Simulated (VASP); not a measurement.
# MgZn15O16: single point with r2SCAN

MgZn15O16:

```
CELL_PARAMETERS angstrom
8.52453 0.00000 0.00000
0.00000 8.52453 0.00000
0.00000 0.00000 8.52453
ATOMIC_POSITIONS crystal
O 0.24977 0.00021 0.99997
O 0.24968 0.00043 0.49983
O 0.25017 0.49992 0.99843
O 0.25028 0.50007 0.50156
O 0.74958 0.00066 0.00011
O 0.74966 0.00062 0.49976
O 0.74944 0.50030 0.99990
O 0.74972 0.50039 0.50014
O 0.99963 0.25041 0.99993
O 0.99960 0.25061 0.50011
O 0.99936 0.75046 0.99856
O 0.99958 0.75076 0.50142
O 0.49986 0.24987 0.00003
O 0.49998 0.25017 0.49980
O 0.49982 0.75065 0.00005
O 0.49978 0.75053 0.49981
O 0.99953 0.00052 0.24993
O 0.99974 0.99886 0.74989
O 0.00005 0.50048 0.25000
O 0.00204 0.50287 0.75023
O 0.49993 0.00033 0.25015
O 0.49938 0.99998 0.74965
O 0.49960 0.50029 0.24990
O 0.49814 0.50030 0.74985
O 0.24970 0.25019 0.24997
O 0.24988 0.25189 0.75010
O 0.24962 0.75023 0.24988
O 0.24728 0.74782 0.74977
O 0.74985 0.25072 0.24994
O 0.74981 0.25057 0.74995
O 0.74973 0.75010 0.25008
O 0.75122 0.75070 0.75003
Zn 0.99967 0.00053 0.00009
Zn 0.99976 0.00063 0.49973
Zn 0.99972 0.50048 0.00000
Zn 0.99982 0.50058 0.49992
Zn 0.49967 0.00040 0.00003
Zn 0.49968 0.00047 0.49987
Zn 0.49990 0.50021 0.00013
Zn 0.50008 0.50041 0.49978
Zn 0.24977 0.25024 0.00009
Zn 0.24990 0.25017 0.49977
Zn 0.24967 0.75014 0.99984
Zn 0.24979 0.75019 0.49999
Zn 0.74976 0.25052 0.00012
Zn 0.74967 0.25038 0.49984
Zn 0.74951 0.75059 0.00009
Zn 0.74949 0.75062 0.49980
Zn 0.24979 0.00017 0.24992
Zn 0.24975 0.00031 0.74997
Zn 0.24986 0.50026 0.25001
Zn 0.74960 0.00046 0.24991
Zn 0.74946 0.00069 0.74996
Zn 0.74978 0.50051 0.25000
Zn 0.74983 0.50045 0.75005
Zn 0.99977 0.25047 0.25006
Zn 0.99964 0.25045 0.74991
Zn 0.99974 0.75047 0.25007
Zn 0.49972 0.25034 0.24988
Zn 0.49985 0.25025 0.74991
Zn 0.49966 0.75033 0.24991
Zn 0.49965 0.75034 0.74997
Mg 0.25021 0.49978 0.74999
Mg 0.99923 0.75094 0.74992
```

| Item | Value |
| --- | --- |
| Program | VASP 6.6.1 |
| Task | single point |
| Functional | r2SCAN |
| Potentials or basis | VASP PAW PBE potentials, release 64 (O, Zn, Mg) |
| Cutoff | 520 eV |
| k mesh | 1 × 1 × 1 |
| Occupations | fermi-dirac, width 0.05 eV |
| Spin | no spin polarisation |

```yaml
Pressure: 1.8 GPa
Largest_force: 0.134 eV/Å
Band_gap_on_the_k_mesh: 1.66 eV
```

Forces in eV/Å, atoms in the order of the input:
```
O   -0.003  0.016 -0.015
O    0.003  0.012  0.017
O   -0.002  0.015 -0.117
O   -0.019 -0.004  0.112
O   -0.008  0.004 -0.001
O   -0.005  0.008  0.002
O   -0.003  0.005 -0.014
O   -0.007  0.004  0.011
O   -0.007  0.003 -0.018
O   -0.001 -0.004  0.012
O   -0.001  0.019 -0.123
O   -0.012 -0.004  0.120
O   -0.001  0.009  0.002
O   -0.004  0.009 -0.003
O   -0.005  0.002 -0.022
O   -0.002  0.007  0.019
O    0.004 -0.014 -0.003
O    0.016 -0.121  0.008
O    0.006  0.022 -0.004
O    0.092  0.096 -0.017
O   -0.016  0.007 -0.009
O   -0.015  0.000  0.013
O   -0.015  0.009 -0.001
O   -0.120  0.031  0.013
O   -0.006  0.024 -0.003
O   -0.030  0.127 -0.012
O   -0.019 -0.003  0.000
O   -0.095 -0.079  0.015
O   -0.006  0.003  0.001
O    0.011  0.018  0.002
O    0.010  0.016 -0.008
O    0.125 -0.025 -0.006
Zn   0.002 -0.019 -0.009
Zn  -0.005 -0.024  0.016
Zn   0.018 -0.002 -0.017
Zn   0.012 -0.005  0.027
Zn   0.011 -0.005  0.004
Zn   0.011 -0.011 -0.006
Zn  -0.011 -0.002 -0.016
Zn  -0.023 -0.015  0.015
Zn   0.004  0.001 -0.008
Zn  -0.001  0.014  0.018
Zn  -0.004 -0.006 -0.010
Zn  -0.008 -0.005  0.016
Zn   0.001 -0.020  0.001
Zn   0.008 -0.005 -0.003
Zn   0.025 -0.013 -0.006
Zn   0.027 -0.011  0.015
Zn   0.004  0.005  0.002
Zn  -0.009 -0.020 -0.003
Zn   0.001 -0.006 -0.002
Zn   0.011 -0.003  0.005
Zn   0.025 -0.027 -0.002
Zn   0.004 -0.021  0.000
Zn   0.013  0.002 -0.007
Zn  -0.003 -0.012 -0.007
Zn   0.022  0.009  0.006
Zn  -0.001 -0.004 -0.008
Zn   0.015 -0.011  0.008
Zn  -0.005  0.004  0.003
Zn   0.010  0.001  0.004
Zn  -0.008 -0.016 -0.003
Mg  -0.014  0.019 -0.004
Mg   0.004 -0.004  0.001
```

Levels at points of the mesh, in eV from the valence-band top:
| k point | band 274 | band 275 | band 276 | band 277 | band 278 | band 279 | band 280 | band 281 | band 282 | band 283 |
| --- | --- | --- | --- | --- | --- | --- | --- | --- | --- | --- |
| (0.00, 0.00, 0.00) | -0.06 | -0.02 | -0.02 | 0.00 | 0.00 | 1.66 | 5.00 | 5.10 | 5.21 | 5.50 |

It took 19 min on 1 thread of Intel(R) Xeon(R) Platinum 8375C CPU @ 2.90GHz (Ice Lake) (shared host), peak memory 0.69 GiB.

Caveat: the k points lie up to 0.74 Å⁻¹ apart; the PAW data sets were made with another functional, which shifts forces and pressure a little. A k mesh can miss the band edges.
